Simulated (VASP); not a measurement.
# Al30Ga (a cell with a defect) in VASP: notebook

The runs below take Al30Ga (a cell with a defect) through single point, with PBEsol.

Program: VASP 6.6.1. These are calculated values, not measurements. Logs are shortened: lines on timing, memory, paths and dates and some standing lists are left out, and cuts for length are marked.

## Step 1: The cell of the first run

The cell holds a defect, 31 atoms: a = 8.100 Å, b = 8.100 Å, c = 8.100 Å, α = 90.00°, β = 90.00°, γ = 90.00°.

## Step 2: Single point, PBEsol

Input file INCAR:

```
SYSTEM = Al30Ga
ALGO     = Normal         ! electronic algorithm
EDIFF    = 1E-6           ! SCF threshold, eV
ENCUT    = 520            ! plane-wave cutoff, eV
GGA      = PS             ! functional
ISIF     = 2              ! what is computed and relaxed
ISMEAR   = 0              ! smearing method
LASPH    = .True.         ! aspherical terms in the spheres
LCHARG   = .False.        ! write CHGCAR
LREAL    = Auto         
LWAVE    = .False.        ! write WAVECAR
NBANDS   = 72             ! bands
NELM     = 100            ! most SCF steps
PREC     = Accurate       ! precision mode
SIGMA    = 0.15           ! smearing width, eV
```

Input file KPOINTS:

```
k-points
0
Gamma
  3 3 3
  0 0 0
```

Input file POSCAR:

```
Al30Ga
1.0
    8.1000000000      0.0000000000      0.0000000000
    0.0000000000      8.1000000000      0.0000000000
    0.0000000000      0.0000000000      8.1000000000
Al Ga
30 1
Direct
    0.5038191358      0.0023316049      0.0005413580
    0.7466680247     -0.0070523457      0.2632885185
    0.2469058025      0.2472265432      0.0005935802
    0.5013893827      0.4983800000      0.0005790123
    0.7522953086      0.7525370370      0.0005379012
    0.2473562963     -0.0012518519      0.2474424691
    0.5040346914      0.2510901235      0.2466977778
    0.7485964198      0.4956748148      0.2468707407
    0.4943180247     -0.0011992593      0.5005060494
    0.7488541975      0.2507269136      0.5005564198
    0.7465434568     -0.0072379012      0.7376166667
   -0.0028546914      0.4956379012      0.0006095062
    0.2485529630      0.7513179012      0.0005651852
    0.0070682716      0.2532445679      0.2640365432
    0.2510365432      0.5009116049      0.2516508642
    0.4988514815      0.7487700000      0.2517093827
    0.0018860494     -0.0024267901      0.5005556790
    0.2588572840      0.2508540741      0.5006207407
    0.5000086420      0.4996369136      0.5005776543
    0.7489076543      0.7412879012      0.5004898765
    0.2474055556     -0.0012555556      0.7536322222
    0.5040717284      0.2510427160      0.7544550617
    0.7486048148      0.4957150617      0.7542144444
    0.0009208642      0.7523501235      0.2472983951
    0.0009449383      0.5057488889      0.5006332099
    0.2492459259      0.7503465432      0.5005625926
    0.0069428395      0.2531019753      0.7372434568
    0.2509686420      0.5008056790      0.7495408642
    0.4988185185      0.7487122222      0.7493653086
    0.0009153086      0.7523328395      0.7538313580
    0.8344311111      0.1657085185      0.0003866667
```

Potentials or basis: VASP PAW PBE potentials, release 64 (Al, Ga_d).

Run with:

```
$ cat potpaw_PBE.64/Al/POTCAR potpaw_PBE.64/Ga_d/POTCAR > POTCAR
$ mpirun -np 1 vasp_std > vasp.out
```

OUTCAR:

```text
SYSTEM = Al30Ga
   EDIFF = 1E-6
   ENCUT = 520
   GGA = PS
   ISIF = 2
   ISMEAR = 0
   LASPH = .True.
   LREAL = Auto
   NELM = 100
   PREC = Accurate

 ion  position               nearest neighbor table
   1  0.504  0.002  0.001-  22 2.83   7 2.83   5 2.85   3 2.87  21 2.88   6 2.88  16 2.89  29 2.89
                             2 2.90  11 2.90  13 2.90  31 2.99
   2  0.747  0.993  0.263-  31 2.65  20 2.80   9 2.81  16 2.82  17 2.82  10 2.84  24 2.84   7 2.87
                             5 2.89   1 2.90  14 2.98
   3  0.247  0.247  0.001-   6 2.84  21 2.84  12 2.85   1 2.87   7 2.88  22 2.88  14 2.89  27 2.89
                            28 2.89  15 2.89   4 2.90
   4  0.501  0.498  0.001-   7 2.83  22 2.83   8 2.83  23 2.83  15 2.87  28 2.87  16 2.87  29 2.87
                             5 2.89   3 2.90  13 2.90
   5  0.752  0.753  0.001-  30 2.84  24 2.84   1 2.85  12 2.87  23 2.88   8 2.88   2 2.89  11 2.89
                            16 2.89  29 2.89   4 2.89
   6  0.247  0.999  0.247-  24 2.82  13 2.83   3 2.84  14 2.84  17 2.86   9 2.86  16 2.87  26 2.87
                             1 2.88  18 2.90   7 2.92
   7  0.504  0.251  0.247-   8 2.80   4 2.83   1 2.83  10 2.86  18 2.86   2 2.87  19 2.88  15 2.88
                             3 2.88   9 2.90   6 2.92
   8  0.749  0.496  0.247-   7 2.80   4 2.83  12 2.83  10 2.86  20 2.86  14 2.87  19 2.88  16 2.88
                             5 2.88  25 2.90  24 2.92
   9  0.494  0.999  0.501-  18 2.79  11 2.80   2 2.81  26 2.83  16 2.86  29 2.86   6 2.86  21 2.86
[... 28 lines left out ...]
                             5 2.88  25 2.90  30 2.92
  24  0.001  0.752  0.247-   6 2.82  13 2.83   5 2.84   2 2.84  17 2.86  25 2.86  15 2.87  26 2.87
                            12 2.88  20 2.89   8 2.92
  25  0.001  0.506  0.501-  20 2.79  14 2.80  27 2.80  26 2.82  28 2.86  15 2.86  30 2.86  24 2.86
                            23 2.90   8 2.90  10 2.90  18 2.94
  26  0.249  0.750  0.501-  25 2.82   9 2.83  17 2.83  15 2.85  29 2.85  16 2.85  28 2.86  19 2.87
                            21 2.87   6 2.87  24 2.87  30 2.87
  27  0.007  0.253  0.737-  31 2.65  18 2.80  25 2.80  28 2.82  17 2.82  10 2.84  21 2.84  23 2.87
                             3 2.89  12 2.90  11 2.98
  28  0.251  0.501  0.750-  27 2.82  29 2.84  19 2.85  26 2.86  25 2.86  18 2.86   4 2.87  13 2.87
                            30 2.87  22 2.88   3 2.89  12 2.89
  29  0.499  0.749  0.749-  11 2.82  28 2.84  19 2.85  26 2.85   9 2.86  20 2.86  13 2.87  21 2.87
                             4 2.87  23 2.88   5 2.89   1 2.89
  30  0.001  0.752  0.754-  21 2.82  13 2.83   5 2.84  11 2.84  17 2.86  25 2.86  28 2.87  26 2.87
                            12 2.88  20 2.90  23 2.92
  31  0.834  0.166  0.000-  27 2.65   2 2.65  11 2.65  14 2.65  12 2.98   1 2.99

  LATTYP: Found a simple cubic cell.
 ALAT       =     8.1000000000

  Lattice vectors:

 A1 = (   8.1000000000,   0.0000000000,   0.0000000000)
 A2 = (   0.0000000000,   8.1000000000,   0.0000000000)
 A3 = (   0.0000000000,   0.0000000000,   8.1000000000)

Analysis of symmetry for initial positions (statically):
=====================================================================
 Subroutine PRICEL returns:
 Original cell was already a primitive cell.

 Routine SETGRP: Setting up the symmetry group for a
 simple cubic supercell.

 Subroutine GETGRP returns: Found  1 space group operations
 (whereof  1 operations were pure point group operations)
 out of a pool of 48 trial point group operations.

The static configuration has the point symmetry C_1 .

Analysis of symmetry for dynamics (positions and initial velocities):
=====================================================================
 Subroutine PRICEL returns:
 Original cell was already a primitive cell.

 Routine SETGRP: Setting up the symmetry group for a
 simple cubic supercell.

 Subroutine GETGRP returns: Found  1 space group operations
 (whereof  1 operations were pure point group operations)
 out of a pool of 48 trial point group operations.

[... 44 lines left out ...]
   TEBEG  =    0.0;   TEEND  =   0.0 temperature during run
   PSTRESS=    0.0 pullay stress
   NELECT =     103.0000    total number of electrons
   NUPDOWN=      -1.0000    fix difference up-down
   EMIN   =  10.00;   EMAX   =-10.00  energy-range for DOS
   EFERMI =   0.00;   METHOD = LEGACY
   ISMEAR =     0;   SIGMA  =   0.15  broadening in eV -4-tet -1-fermi 0-gaus
   EFERMI_NEDOS =   21; number of points for ismear=-14 and -15
   IALGO  =     38    algorithm
   IMIX   =      4    mixing-type and parameters
     AMIX     =   0.40;   BMIX     =  1.00
     AMIX_MAG =   1.60;   BMIX_MAG =  1.00
  volume/ion in A,a.u.               =      17.14       115.69
  Fermi-wavevector in a.u.,A,eV,Ry     =   0.947405  1.790335 12.212259  0.897576
  Thomas-Fermi vector in A             =   2.075495
   LORBIT       =      0    0 simple, 1 ext, 2 COOP (PROOUT), +10 PAW based schemes
   GGA     = PS    functional components
   LHFCALC =     F    Hartree Fock is set to
   AEXX    =    0.0000 exact exchange contribution
   IVDW    =     0    specifies the selected vdW correction
   LEPSILON=     F    determine dielectric tensor
   LRPA    =     F    only Hartree local field effects (RPA)
 non-spin polarized calculation
 Gauss-broadening in eV      SIGMA  =   0.15
  energy-cutoff  :      520.00
  volume of cell :      531.44
 maximum number of plane-waves:     14358
   NGX = 31   NGY = 31   NGZ = 31

 number of electron     103.0000016 magnetization

 Free energy of the ion-electron system (eV)
  ---------------------------------------------------
  ext. energy  EPLUGINS =         0.00000000
  ---------------------------------------------------
  free energy    TOTEN  =      -125.45785650 eV

  energy without entropy =     -125.32776841  energy(sigma->0) =     -125.39281246

 E-fermi :   7.3728     XC(G=0): -10.1429

 val. band max:        7.3398593711   @ k =   0.3333   0.3333   0.3333
 cond. band min:       7.3810290011   @ k =  -0.3333   0.3333   0.3333
 fundamental gap:      0.0411696300
 Fermi energy:         7.3728376788

 k-point     1 :       0.0000    0.0000    0.0000
  band No.  band energies     occupation
      1      -7.4499      2.00000
      2      -7.4469      2.00000
      3      -7.4341      2.00000
      4      -7.4204      2.00000
      5      -7.4135      2.00000
      6      -3.4709      2.00000
[... 913 lines left out ...]
     62       9.1907      0.00000
     63       9.4170      0.00000
 [bands above 63 left out]

------------------------ aborting loop because EDIFF is reached ----------------------------------------

  FORCE on cell =-STRESS in cart. coord.  units (eV):
  Direction    XX          YY          ZZ          XY          YZ          ZX
  --------------------------------------------------------------------------------------
  -------------------------------------------------------------------------------------
  Total       -7.7747388     -7.7739003     -6.0873713      0.8988731      0.0016795     -0.0098605
  in kB      -23.4391215    -23.4365938    -18.3520812      2.7099040      0.0050635     -0.0297272
  external PRESSURE =     -21.7425988 kB  Pullay stress =       0.0000000 kB

 VOLUME and BASIS-vectors are now :
 -----------------------------------------------------------------------------
  energy-cutoff  :      520.00
  volume of cell :      531.44
      direct lattice vectors                 reciprocal lattice vectors
     8.100000000  0.000000000  0.000000000     0.123456790  0.000000000  0.000000000
     0.000000000  8.100000000  0.000000000     0.000000000  0.123456790  0.000000000
     0.000000000  0.000000000  8.100000000     0.000000000  0.000000000  0.123456790

 POSITION                                       TOTAL-FORCE (eV/Angst)
 -----------------------------------------------------------------------------------
      4.08093      0.01889      0.00438         0.009091     -0.007890     -0.001096
      6.04801      8.04288      2.13264         0.028160     -0.013546     -0.014357
      1.99994      2.00253      0.00481         0.011807     -0.001094     -0.000950
      4.06125      4.03688      0.00469         0.008804     -0.012071      0.000670
      6.09359      6.09555      0.00436         0.004405     -0.008929      0.000331
      2.00359      8.08986      2.00428         0.007552     -0.006073      0.000958
[... 23 lines left out ...]
      0.00741      6.09390      6.10603         0.006628     -0.006958      0.000051
      6.75889      1.34224      0.00313        -0.290732      0.296657      0.007773
 -----------------------------------------------------------------------------------
    total drift:                               -0.008577      0.011166      0.003728

  FREE ENERGIE OF THE ION-ELECTRON SYSTEM (eV)
  ---------------------------------------------------
  free  energy   TOTEN  =      -125.4578564994 eV

  energy  without entropy=     -125.3277684136  energy(sigma->0) =     -125.39281246
```

Run time: 17 min. Hardware: 1 thread of Intel Xeon 8259CL, shared host; peak memory 0.67 GiB.

What came out:

- Free energy: -125.4579 eV
- Pressure: -2.2 GPa
- Largest force: 0.415 eV/Å
- Band gap on the k mesh: zero (an odd number of electrons rules out a gap without spin polarisation)

Forces on the atoms (eV/Å):
```
Al   0.009 -0.008 -0.001
Al   0.028 -0.014 -0.014
Al   0.012 -0.001 -0.001
Al   0.009 -0.012  0.001
Al   0.004 -0.009  0.000
Al   0.008 -0.006  0.001
Al   0.014 -0.006 -0.003
Al   0.008 -0.012 -0.003
Al   0.020 -0.011 -0.001
Al   0.002 -0.001  0.003
Al   0.029 -0.011  0.016
Al   0.015 -0.003 -0.001
Al  -0.003 -0.005  0.001
Al   0.005 -0.033 -0.030
Al   0.009 -0.004  0.003
Al   0.005 -0.010  0.004
Al   0.020 -0.016  0.001
Al   0.009 -0.008 -0.001
Al   0.009 -0.006  0.005
Al   0.004 -0.016 -0.001
Al   0.006 -0.005  0.000
Al   0.014 -0.006  0.001
Al   0.007 -0.014  0.001
Al   0.006 -0.008 -0.003
Al   0.008 -0.025 -0.001
Al   0.002  0.002  0.004
Al   0.011 -0.029  0.018
Al   0.011  0.000 -0.003
Al   0.002 -0.012 -0.003
Al   0.007 -0.007  0.000
Ga  -0.291  0.297  0.008
```

Caveat: the PAW data sets were made with another functional, which shifts forces and pressure a little.

## Step 3: Single point, PBEsol

Input file INCAR:

```
SYSTEM = Al30Ga
  PREC = Accurate
  ENCUT = 520
  EDIFF = 1E-6
  ISMEAR = 0
  SIGMA = 0.15
  LREAL = Auto
  LASPH = .True.
  NELM = 100
  ALGO = Normal
  ISIF = 2
  LWAVE = .False.
  LCHARG = .False.
  GGA = PS
  NBANDS = 72
```

Input file KPOINTS:

```
Automatic mesh
0
Gamma
  3 3 3
  0 0 0
```

Input file POSCAR:

```
Al30Ga
1.0
    8.1000000000      0.0000000000      0.0000000000
    0.0000000000      8.1000000000      0.0000000000
    0.0000000000      0.0000000000      8.1000000000
Al Ga
30 1
Direct
    0.5034218519      0.0015302469      0.0002591358
    0.7438439506     -0.0040640741      0.2629753086
    0.2465554321      0.2464056790      0.0003333333
    0.5022181481      0.4977896296      0.0002876543
    0.7532133333      0.7530424691      0.0002638272
    0.2465798765     -0.0021711111      0.2465965432
    0.5032462963      0.2501549383      0.2470234568
    0.7496579012      0.4965964198      0.2471624691
    0.4921814815     -0.0018523457      0.5002129630
    0.7484702469      0.2511354321      0.5002779012
    0.7436559259     -0.0041874074      0.7373741975
   -0.0018687654      0.4961628395      0.0003140741
    0.2492770370      0.7506320988      0.0003004938
    0.0041117284      0.2563101235      0.2637123457
    0.2518072840      0.5002817284      0.2513781481
    0.4996643210      0.7480937037      0.2514343210
    0.0016308642     -0.0019138272      0.5002792593
    0.2566240741      0.2501869136      0.5003553086
    0.5012418519      0.4984877778      0.5002829630
    0.7497046914      0.7435798765      0.5002260494
    0.2466208642     -0.0021632099      0.7539349383
    0.5032308642      0.2501477778      0.7535522222
    0.7496553086      0.4966461728      0.7533564198
    0.0019913580      0.7532722222      0.2464230864
    0.0017501235      0.5080940741      0.5003433333
    0.2505280247      0.7492532099      0.5003030864
    0.0039659259      0.2561869136      0.7370124691
    0.2516976543      0.5002170370      0.7492595062
    0.4995997531      0.7480664198      0.7490855556
    0.0019458025      0.7533079012      0.7541739506
    0.9169593827      0.0833048148      0.0001102469
```

Potentials or basis: VASP PAW PBE potentials, release 64 (Al, Ga_d).

Run with:

```
$ cat potpaw_PBE.64/Al/POTCAR potpaw_PBE.64/Ga_d/POTCAR > POTCAR
$ mpirun -np 1 vasp_std > vasp.out
```

It took 13 min on 1 thread of Intel Xeon 8259CL, shared host; peak memory 0.67 GiB.

It converged, with:

```
Free energy            : -125.4598 eV
Pressure               : -2.2 GPa
Largest force          : 0.417 eV/Å
Band gap on the k mesh : zero (an odd number of electrons rules out a gap without spin polarisation)
```

Forces in eV/Å, atoms in the order of the input:
```
Al  -0.008  0.002  0.000
Al  -0.014  0.030 -0.015
Al  -0.005  0.015 -0.001
Al  -0.004 -0.002  0.000
Al  -0.009  0.009  0.000
Al  -0.014  0.010 -0.001
Al  -0.010  0.006 -0.001
Al  -0.005  0.010  0.000
Al  -0.016  0.005 -0.001
Al  -0.017  0.021  0.000
Al  -0.011  0.031  0.016
Al  -0.002  0.012 -0.001
Al  -0.014  0.010  0.002
Al  -0.033  0.005 -0.028
Al  -0.003  0.006  0.003
Al  -0.007  0.004  0.004
Al  -0.002  0.004  0.001
Al  -0.025  0.006  0.001
Al   0.003  0.002  0.001
Al  -0.009  0.020  0.000
Al  -0.015  0.010  0.000
Al  -0.010  0.008  0.001
Al  -0.006  0.008 -0.001
Al  -0.009  0.015 -0.002
Al  -0.008  0.008 -0.002
Al   0.000  0.004  0.003
Al  -0.030  0.012  0.019
Al   0.002  0.007 -0.002
Al  -0.008  0.001 -0.003
Al  -0.009  0.016  0.000
Ga   0.297 -0.292  0.007
```

Stress tensor (GPa, compression positive):
```
-2.34  0.27  0.00
 0.27 -2.34  0.00
 0.00  0.00 -1.84
```

Levels at points of the mesh, in eV from the Fermi level:
| k point | band 49 | band 50 | band 51 | band 52 | band 53 | band 54 | band 55 | band 56 |
| --- | --- | --- | --- | --- | --- | --- | --- | --- |
| (0.00, 0.00, 0.00) | -0.32 | -0.23 | 0.23 | 0.41 | 0.49 | 0.56 | 0.57 | 0.58 |

Caveat: the PAW data sets were made with another functional, which shifts forces and pressure a little.

## Step 4: Single point, PBEsol

Input file INCAR:

```
SYSTEM = Al30Ga
PREC     = Accurate       ! precision mode
ENCUT    = 520            ! plane-wave cutoff, eV
EDIFF    = 1E-6           ! SCF threshold, eV
ISMEAR   = 0              ! smearing method
SIGMA    = 0.15           ! smearing width, eV
LREAL    = Auto         
LASPH    = .TRUE.         ! aspherical terms in the spheres
NELM     = 60             ! most SCF steps
ALGO     = Normal         ! electronic algorithm
ISIF     = 2              ! what is computed and relaxed
LWAVE    = .FALSE.        ! write WAVECAR
LCHARG   = .FALSE.        ! write CHGCAR
GGA      = PS             ! functional
NBANDS   = 72             ! bands
```

Input file KPOINTS:

```
Automatic mesh
0
G
  3 3 3
  0 0 0
```

Input file POSCAR:

```
Al30Ga
1.0
    8.1000000000      0.0000000000      0.0000000000
    0.0000000000      8.1000000000      0.0000000000
    0.0000000000      0.0000000000      8.1000000000
Al Ga
30 1
Direct
    0.5012024558      0.0015576462      0.0000000000
    0.7492051187      0.0013560287      0.2486135644
    0.2508294033      0.2506516095      0.0000000000
    0.5021901770      0.4978098230      0.0000000000
    0.7493483905      0.7491705967      0.0000000000
    0.2502010815     -0.0009919348      0.2511035892
    0.5023458294      0.2498625759      0.2481933162
    0.7501374241      0.4976541706      0.2481933162
    0.4985882146     -0.0012902648      0.5000000000
    0.7498064815      0.2501935185      0.5000000000
    0.7492051187      0.0013560287      0.7513864356
   -0.0015576462      0.4987975442      0.0000000000
    0.2500479751      0.7499520249      0.0000000000
   -0.0013560287      0.2507948813      0.2486135644
    0.2506516169      0.5011001348      0.2512851265
    0.4988998652      0.7493483831      0.2512851265
    0.0011182255     -0.0011182255      0.5000000000
    0.2507974014      0.2502964737      0.5000000000
    0.4994158462      0.5005841538      0.5000000000
    0.7497035263      0.7492025986      0.5000000000
    0.2502010815     -0.0009919348      0.7488964108
    0.5023458294      0.2498625759      0.7518066838
    0.7501374241      0.4976541706      0.7518066838
    0.0009919348      0.7497989185      0.2511035892
    0.0012902648      0.5014117854      0.5000000000
    0.2501092842      0.7498907158      0.5000000000
   -0.0013560287      0.2507948813      0.7513864356
    0.2506516169      0.5011001348      0.7487148735
    0.4988998652      0.7493483831      0.7487148735
    0.0009919348      0.7497989185      0.7488964108
    0.9949563160      0.0050436840      0.0000000000
```

Run with:

```
$ cat potpaw_PBE.64/Al/POTCAR potpaw_PBE.64/Ga_d/POTCAR > POTCAR
$ mpirun -np 1 vasp_std > vasp.out
```

Run time: 10 min. Hardware: 1 thread of Intel Xeon 8259CL, shared host; peak memory 0.57 GiB.

It converged, with:

```yaml
Free_energy: -125.7958 eV
Pressure: -2.5 GPa
Largest_force: 0.018 eV/Å
Band_gap_on_the_k_mesh: zero (an odd number of electrons rules out a gap without spin polarisation)
```

Forces in eV/Å, atoms in the order of the input:
```
Al  -0.001  0.005  0.000
Al  -0.002  0.001 -0.004
Al   0.007  0.003  0.000
Al   0.004 -0.004  0.000
Al  -0.003 -0.007  0.000
Al  -0.001 -0.007  0.000
Al   0.006  0.000 -0.003
Al   0.000 -0.006 -0.003
Al  -0.007 -0.003  0.000
Al   0.001 -0.001  0.000
Al  -0.002  0.001  0.004
Al  -0.005  0.001  0.000
Al  -0.006  0.006  0.000
Al  -0.001  0.002 -0.004
Al   0.002  0.001  0.004
Al  -0.001 -0.002  0.004
Al   0.002 -0.002  0.000
Al   0.006  0.004  0.000
Al  -0.001  0.001  0.000
Al  -0.004 -0.006  0.000
Al  -0.001 -0.007  0.000
Al   0.006  0.000  0.003
Al   0.000 -0.006  0.003
Al   0.007  0.001  0.000
Al   0.003  0.007  0.000
Al  -0.001  0.001  0.000
Al  -0.001  0.002  0.004
Al   0.002  0.001 -0.004
Al  -0.001 -0.002 -0.004
Al   0.007  0.001  0.000
Ga  -0.013  0.013  0.000
```

Stress tensor (GPa, compression positive):
```
-2.41  0.15  0.00
 0.15 -2.41  0.00
 0.00  0.00 -2.63
```

Levels at points of the mesh, in eV from the Fermi level:
| k point | band 50 | band 51 | band 52 | band 53 | band 54 | band 55 |
| --- | --- | --- | --- | --- | --- | --- |
| (0.00, 0.00, 0.00) | -0.24 | 0.41 | 0.49 | 0.49 | 0.53 | 0.57 |

Caveat: the PAW data sets were made with another functional, which shifts forces and pressure a little.
